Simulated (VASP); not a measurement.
## P: single point with r2SCAN

Crystal: P.

```
P
1.0
     4.47535    0.00000    0.00000
    -2.23767    3.87577    0.00000
     0.00000    0.00000    2.49916
P
3
Cartesian
  -2.2377 3.8758 0.0000
  0.0000 2.5838 1.2496
  2.2377 1.2919 1.2496
```

This isn't the form of P at room conditions, which is orthorhombic.

```json
{
 "Program": "VASP 6.6.1",
 "Task": "single point",
 "Functional": "r2SCAN",
 "Potentials or basis": "VASP PAW PBE potentials, release 64 (P)",
 "Cutoff": "550 eV",
 "k mesh": "8 × 8 × 12",
 "Occupations": "fermi-dirac, width 0.1 eV",
 "Spin": "no spin polarisation",
 "Dipole correction": "no",
 "Further INCAR settings": "ALGO = Normal; EDIFF = 1e-06; NBANDS = 14"
}
```

```json
{
  "Pressure": "-0.2 GPa",
  "Band gap on the k mesh": "zero (an odd number of electrons rules out a gap without spin polarisation)"
}
```

Stress tensor (GPa, compression positive):
```
-0.11  0.00  0.00
 0.00 -0.11  0.00
 0.00  0.00 -0.24
```

Levels at points of the mesh, in eV from the Fermi level:
| k point | band 4 | band 5 | band 6 | band 7 | band 8 | band 9 | band 10 | band 11 | band 12 | band 13 |
| --- | --- | --- | --- | --- | --- | --- | --- | --- | --- | --- |
| (0.00, 0.00, 0.00) | -6.09 | -6.09 | -5.84 | -5.84 | 4.41 | 6.65 | 6.65 | 7.74 | 9.07 | 9.11 |
| (0.50, 0.00, 0.00) | -8.34 | -1.40 | -1.16 | 0.60 | 0.99 | 2.55 | 6.29 | 6.33 | 7.01 | 8.40 |
| (0.00, 0.00, 0.50) | -3.86 | -3.83 | -3.62 | -2.62 | -2.62 | -0.60 | -0.60 | 0.21 | 0.21 | 3.31 |
| (0.50, 0.00, 0.50) | -7.61 | -5.45 | -4.81 | -3.86 | -1.62 | 2.17 | 2.80 | 4.23 | 4.79 | 7.07 |

It took 100 s on 1 thread of AMD EPYC 9R14 (Zen 4) (shared host), peak memory 0.15 GiB.

Caveat: the PAW data sets were made with another functional, which shifts forces and pressure a little.
